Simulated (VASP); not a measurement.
# LiS3 (P6/mmm) in VASP: further runs, part 2 of 2

VASP 6.6.1.

## 3. Single point, PBE

This run uses another cell than the first one, of 20.95 Å³/atom.

The input, INCAR:

```
SYSTEM = LiS3
PREC = Accurate
ENCUT = 520
EDIFF = 1E-7
ISMEAR = 0
SIGMA = 0.1
LREAL = .FALSE.
LASPH = .TRUE.
NELM = 100
ALGO = Normal
ISIF = 2
LWAVE = .FALSE.
LCHARG = .FALSE.
GGA = PE
NBANDS = 18
```

The input, KPOINTS:

```
regular mesh
0
G
  12 12 10
  0 0 0
```

The input, POSCAR:

```
LiS3
1.0
    4.5692418338      0.0000000000      0.0000000000
   -2.2846209169      3.9570795041      0.0000000000
    0.0000000000      0.0000000000      4.6357254411
Li S
1 3
Direct
    0.0000000000      0.0000000000      0.0000000000
    0.3333333333      0.6666666667      0.5000000000
    0.6666666667      0.3333333333      0.5000000000
    0.0000000000      0.0000000000      0.5000000000
```

Potentials or basis: VASP PAW PBE potentials, release 64 (Li_sv, S).

On the command line:

```console
$ cat potpaw_PBE.64/Li_sv/POTCAR potpaw_PBE.64/S/POTCAR > POTCAR
$ mpirun -np 1 vasp_std > vasp.out
```

OUTCAR:

```text
SYSTEM = LiS3
   PREC = Accurate
   ENCUT = 520
   EDIFF = 1E-7
   ISMEAR = 0
   LREAL = .FALSE.
   LASPH = .TRUE.
   NELM = 100
   ISIF = 2
   GGA = PE

 ion  position               nearest neighbor table
   1  0.000  0.000  0.000-   4 2.32   4 2.32
   2  0.333  0.667  0.500-   3 2.64   3 2.64   4 2.64   4 2.64   4 2.64   3 2.64
   3  0.667  0.333  0.500-   2 2.64   2 2.64   4 2.64   4 2.64   4 2.64   2 2.64
   4  0.000  0.000  0.500-   1 2.32   1 2.32   3 2.64   2 2.64   2 2.64   3 2.64   3 2.64   2 2.64

  LATTYP: Found a hexagonal cell.
 ALAT       =     4.5692418338
 C/A-ratio  =     1.0145502492

  Lattice vectors:

 A1 = (   4.5692418338,   0.0000000000,   0.0000000000)
 A2 = (  -2.2846209169,   3.9570795041,   0.0000000000)
 A3 = (   0.0000000000,   0.0000000000,   4.6357254411)

Analysis of symmetry for initial positions (statically):
=====================================================================
 Subroutine PRICEL returns:
 Original cell was already a primitive cell.

 Routine SETGRP: Setting up the symmetry group for a
 hexagonal supercell.

 Subroutine GETGRP returns: Found 24 space group operations
 (whereof 24 operations were pure point group operations)
 out of a pool of 24 trial point group operations.

The static configuration has the point symmetry D_6h.

Analysis of symmetry for dynamics (positions and initial velocities):
=====================================================================
 Subroutine PRICEL returns:
 Original cell was already a primitive cell.

 Routine SETGRP: Setting up the symmetry group for a
 hexagonal supercell.

 Subroutine GETGRP returns: Found 24 space group operations
 (whereof 24 operations were pure point group operations)
 out of a pool of 24 trial point group operations.

The dynamic configuration has the point symmetry D_6h.

 Subroutine INISYM returns: Found 24 space group operations
 (whereof 24 operations are pure point group operations),
 and found     1 'primitive' translations

----------------------------------------------------------------------------------------

                                     Primitive cell

  volume of cell :      83.8179

  direct lattice vectors                    reciprocal lattice vectors
     4.569241834  0.000000000  0.000000000     0.218854689  0.126355814  0.000000000
    -2.284620917  3.957079504  0.000000000     0.000000000  0.252711627  0.000000000
     0.000000000  0.000000000  4.635725441     0.000000000  0.000000000  0.215715968

  length of vectors
     4.569241834  4.569241834  4.635725441     0.252711627  0.252711627  0.215715968

  position of ions in fractional coordinates (direct lattice)
     0.000000000  0.000000000  0.000000000
     0.333333333  0.666666667  0.500000000
     0.666666667  0.333333333  0.500000000
     0.000000000  0.000000000  0.500000000

  ion indices of the primitive-cell ions
   primitive index   ion index
                 1           1
                 2           2
                 3           3
                 4           4

----------------------------------------------------------------------------------------

 KPOINTS: regular mesh

Automatic generation of k-mesh.
 Grid dimensions read from file:
 generate k-points for:   12   12   10

 Generating k-lattice:

  Cartesian coordinates                     Fractional coordinates (reciprocal lattice)
     0.018237891  0.010529651  0.000000000     0.083333333  0.000000000  0.000000000
     0.000000000  0.021059302  0.000000000     0.000000000  0.083333333  0.000000000
     0.000000000  0.000000000  0.021571597     0.000000000  0.000000000  0.100000000

  Length of vectors
     0.021059302  0.021059302  0.021571597

  Shift w.r.t. Gamma in fractional coordinates (k-lattice)
     0.000000000  0.000000000  0.000000000

 Subroutine IBZKPT returns following result:
 ===========================================

 Found    114 irreducible k-points:

 Following reciprocal coordinates:
            Coordinates               Weight
  0.000000  0.000000  0.000000      1.000000
  0.083333  0.000000  0.000000      6.000000
  0.166667  0.000000  0.000000      6.000000
  0.250000  0.000000  0.000000      6.000000
  0.333333  0.000000  0.000000      6.000000
  0.416667 -0.000000  0.000000      6.000000
[... 16 lines left out ...]
  0.250000  0.000000  0.100000     12.000000
  0.333333  0.000000  0.100000     12.000000
 [... further k-points ...]
   k-points           NKPTS =    114   k-points in BZ     NKDIM =    114   number of bands    NBANDS=     18
   number of dos      NEDOS =    301   number of ions     NIONS =      4
   total plane-waves  NPLWV =  46656
   dimension x,y,z NGX =    36 NGY =   36 NGZ =   36
   dimension x,y,z NGXF=    72 NGYF=   72 NGZF=   72
   ions per type =               1   3
   NGX,Y,Z   is equivalent  to a cutoff of  13.10, 13.10, 12.91 a.u.
   NGXF,Y,Z  is equivalent  to a cutoff of  26.20, 26.20, 25.82 a.u.
 SYSTEM =  LiS3
   PREC   = accura    normal or accurate (medium, high low for compatibility)
   ISTART =      0    job   : 0-new  1-cont  2-samecut
   ICHARG =      2    charge: 1-file 2-atom 10-const
   ISPIN  =      1    spin polarized calculation?
   LNONCOLLINEAR =      F non collinear calculations
   LSORBIT =      F    spin-orbit coupling
   LASPH  =      T    aspherical Exc in radial PAW
   ENCUT  =  520.0 eV  38.22 Ry    6.18 a.u.   8.50  8.50  8.62*2*pi/ulx,y,z
   NELM   =    100;   NELMIN=  2; NELMDL= -5     # of ELM steps
   EDIFF  = 0.1E-06   stopping-criterion for ELM
   LREAL  =      F    real-space projection
   EDIFFG = 0.1E-05   stopping-criterion for IOM
   NSW    =      0    number of steps for IOM
   IBRION =     -1    ionic relax: 0-MD 1-quasi-New 2-CG
   NFREE  =      0    steps in history (QN), initial steepest desc. (CG)
   ISIF   =      2    stress and relaxation
   ISYM   =      2    0-nonsym 1-usesym 2-fastsym
   POTIM  = 0.5000    time-step for ionic-motion
   TEBEG  =    0.0;   TEEND  =   0.0 temperature during run
   PSTRESS=    0.0 pullay stress
   NELECT =      21.0000    total number of electrons
   NUPDOWN=      -1.0000    fix difference up-down
   EMIN   =  10.00;   EMAX   =-10.00  energy-range for DOS
   EFERMI =   0.00;   METHOD = LEGACY
   ISMEAR =     0;   SIGMA  =   0.10  broadening in eV -4-tet -1-fermi 0-gaus
   EFERMI_NEDOS =   21; number of points for ismear=-14 and -15
   IALGO  =     38    algorithm
   IMIX   =      4    mixing-type and parameters
     AMIX     =   0.40;   BMIX     =  1.00
     AMIX_MAG =   1.60;   BMIX_MAG =  1.00
  volume/ion in A,a.u.               =      20.95       141.41
  Fermi-wavevector in a.u.,A,eV,Ry     =   1.032054  1.950299 14.492045  1.065135
  Thomas-Fermi vector in A             =   2.166233
   LORBIT       =      0    0 simple, 1 ext, 2 COOP (PROOUT), +10 PAW based schemes
   GGA     = PE    functional components
   LHFCALC =     F    Hartree Fock is set to
   AEXX    =    0.0000 exact exchange contribution
   IVDW    =     0    specifies the selected vdW correction
   LEPSILON=     F    determine dielectric tensor
   LRPA    =     F    only Hartree local field effects (RPA)
 non-spin polarized calculation
 Gauss-broadening in eV      SIGMA  =   0.10
  energy-cutoff  :      520.00
  volume of cell :       83.82
 maximum number of plane-waves:      2334
 NGX is ok and might be reduce to    36
   NGX = 17   NGY = 17   NGZ = 17

 number of electron      20.9999993 magnetization

 Free energy of the ion-electron system (eV)
  ---------------------------------------------------
  ext. energy  EPLUGINS =         0.00000000
  ---------------------------------------------------
  free energy    TOTEN  =       -13.52717371 eV

  energy without entropy =      -13.51455002  energy(sigma->0) =      -13.52086187

 E-fermi :   3.1333     XC(G=0):  -8.4629

 val. band max:        3.1332623664   @ k =   0.3333   0.0000   0.3000
 cond. band min:       3.1420982130   @ k =   0.3333   0.0000   0.4000
 fundamental gap:      0.0088358466
 Fermi energy:         3.1332917186

 k-point     1 :       0.0000    0.0000    0.0000
  band No.  band energies     occupation
      1     -43.1473      2.00000
      2     -12.4451      2.00000
      3      -7.1974      2.00000
      4      -6.9064      2.00000
      5      -1.6576      2.00000
      6      -1.6576      2.00000
[... 481 lines left out ...]
      5      -3.3528      2.00000
      6      -0.7579      2.00000
[... 10 lines left out ...]
     17      11.6041      0.00000
     18      11.9105      0.00000

 [... further k-points ...]

------------------------ aborting loop because EDIFF is reached ----------------------------------------

  FORCE on cell =-STRESS in cart. coord.  units (eV):
  Direction    XX          YY          ZZ          XY          YZ          ZX
  --------------------------------------------------------------------------------------
  -------------------------------------------------------------------------------------
  Total       -0.0810834     -0.0810834      0.0052399      0.0000000      0.0000000     -0.0000000
  in kB       -1.5499071     -1.5499071      0.1001600      0.0000000      0.0000000     -0.0000000
  external PRESSURE =      -0.9998847 kB  Pullay stress =       0.0000000 kB

 VOLUME and BASIS-vectors are now :
 -----------------------------------------------------------------------------
  energy-cutoff  :      520.00
  volume of cell :       83.82
      direct lattice vectors                 reciprocal lattice vectors
     4.569241834  0.000000000  0.000000000     0.218854689  0.126355814  0.000000000
    -2.284620917  3.957079504  0.000000000     0.000000000  0.252711627  0.000000000
     0.000000000  0.000000000  4.635725441     0.000000000  0.000000000  0.215715968

 POSITION                                       TOTAL-FORCE (eV/Angst)
 -----------------------------------------------------------------------------------
      0.00000      0.00000      0.00000         0.000000      0.000000     -0.000000
     -0.00000      2.63805      2.31786        -0.000000      0.000000      0.000000
      2.28462      1.31903      2.31786         0.000000      0.000000     -0.000000
      0.00000      0.00000      2.31786         0.000000      0.000000     -0.000000
 -----------------------------------------------------------------------------------
    total drift:                                0.000000     -0.000000     -0.000000

  FREE ENERGIE OF THE ION-ELECTRON SYSTEM (eV)
  ---------------------------------------------------
  free  energy   TOTEN  =       -13.5271737137 eV

  energy  without entropy=      -13.5145500186  energy(sigma->0) =      -13.52086187
```

Wall time 53 s (1 thread of Intel Xeon 6975P-C (Granite Rapids), shared host); peak memory 0.28 GiB.

Results:

```
Free energy            : -13.5272 eV
Band gap on the k mesh : zero (an odd number of electrons rules out a gap without spin polarisation)
```

Caveat: the cutoff is under 1.25 times the usual one of these potentials, so pressure, stress and relaxed cells hold a basis-set (Pulay) error.

## 4. Relaxation of cell and atoms, PBE

This run uses another cell than the first one, of 20.90 Å³/atom.

The input, INCAR:

```
SYSTEM = LiS3
PREC = Accurate
ENCUT = 600
EDIFF = 1E-6
ISMEAR = 0
SIGMA = 0.1
LREAL = .False.
LASPH = .True.
NELM = 60
ALGO = Normal
ISIF = 3
LWAVE = .False.
LCHARG = .False.
GGA = PE
IBRION = 2
NSW = 100
EDIFFG = -0.01
```

The input, KPOINTS:

```
regular mesh
0
Gamma
  12 12 10
  0 0 0
```

The input, POSCAR:

```
LiS3
1.0
    4.5619877087      0.0000000000      0.0000000000
   -2.2809938543      3.9507972475      0.0000000000
    0.0000000000      0.0000000000      4.6380132483
Li S
1 3
Direct
    0.0000000000      0.0000000000      0.0000000000
    0.3333333333      0.6666666667      0.5000000000
    0.6666666667      0.3333333333      0.5000000000
    0.0000000000      0.0000000000      0.5000000000
```

On the command line:

```console
$ cat potpaw_PBE.64/Li_sv/POTCAR potpaw_PBE.64/S/POTCAR > POTCAR
$ mpirun -np 1 vasp_std > vasp.out
```

Run time: 64 s. Hardware: 1 thread of Intel Xeon 6975P-C (Granite Rapids), shared host; peak memory 0.31 GiB.

It converged, with:

| Quantity | Value |
| --- | --- |
| Free energy | -13.5275 eV |
| Relaxed volume | 20.93 Å³/atom |
| Relaxed cell | a = 4.566 Å, b = 4.566 Å, c = 4.637 Å, α = 90.00°, β = 90.00°, γ = 120.00° |
| Space group after relaxing (to 0.1 Å) | P6/mmm (No. 191) |
| Energy gained by relaxing | 0.0 meV/atom |
| Ionic steps | 2 |
| Pressure after relaxing | 0.0 GPa |
| Band gap on the k mesh | zero (an odd number of electrons rules out a gap without spin polarisation) |

Final structure:
```xyz
4
Lattice="4.5655 0.0000 0.0000 -2.2828 3.9539 0.0000 0.0000 0.0000 4.6374" Properties=species:S:1:pos:R:3 pbc="T T T"
Li    0.0000    0.0000    0.0000
S     0.0000    2.6359    2.3187
S     2.2828    1.3180    2.3187
S     0.0000    0.0000    2.3187
```

Levels at points of the mesh, in eV from the Fermi level:
```csv
k point,band 7,band 8,band 9,band 10,band 11,band 12,band 13,band 14
"(0.00, 0.00, 0.00)",-4.60,-4.60,-4.60,-0.70,0.22,2.30,4.49,4.49
"(0.50, 0.00, 0.00)",-2.24,-1.72,-1.59,-0.71,0.70,0.83,1.61,3.97
"(0.00, 0.00, 0.50)",-4.74,-4.56,-4.56,-0.65,-0.08,4.51,4.51,5.65
"(0.50, 0.00, 0.50)",-2.96,-1.66,-1.58,-1.00,0.74,0.86,1.63,4.12
```

Caveat: the cutoff is under 1.25 times the usual one of these potentials, so pressure, stress and relaxed cells hold a basis-set (Pulay) error.

## 5. The runs side by side

```tsv
task	cell	k mesh	cutoff (eV)	gap on the mesh (eV)	pressure (GPa)	relaxed volume (Å³/atom)
relaxation of cell and atoms	relaxed from a = 4.335, b = 4.335, c = 5.250 Å, angles 90.0, 90.0, 120.0°, 4 atoms	6 × 6 × 4	600	none	0.1	20.83
single point	a = 4.569, b = 4.569, c = 4.636 Å, angles 90.0, 90.0, 120.0°, 4 atoms	12 × 12 × 10	520	none	-	-
relaxation of cell and atoms	relaxed from a = 4.562, b = 4.562, c = 4.638 Å, angles 90.0, 90.0, 120.0°, 4 atoms	12 × 12 × 10	600	none	0.0	20.93
```

Alike in all rows: level PBE; potentials or basis VASP PAW PBE potentials, release 64 (Li_sv, S); no spin polarisation; smearing gaussian 0.1 eV.

Caveats: the cutoff is under 1.25 times the usual one of these potentials, so pressure, stress and relaxed cells hold a basis-set (Pulay) error.

Absolute energies hang on the potentials; compare differences alone.
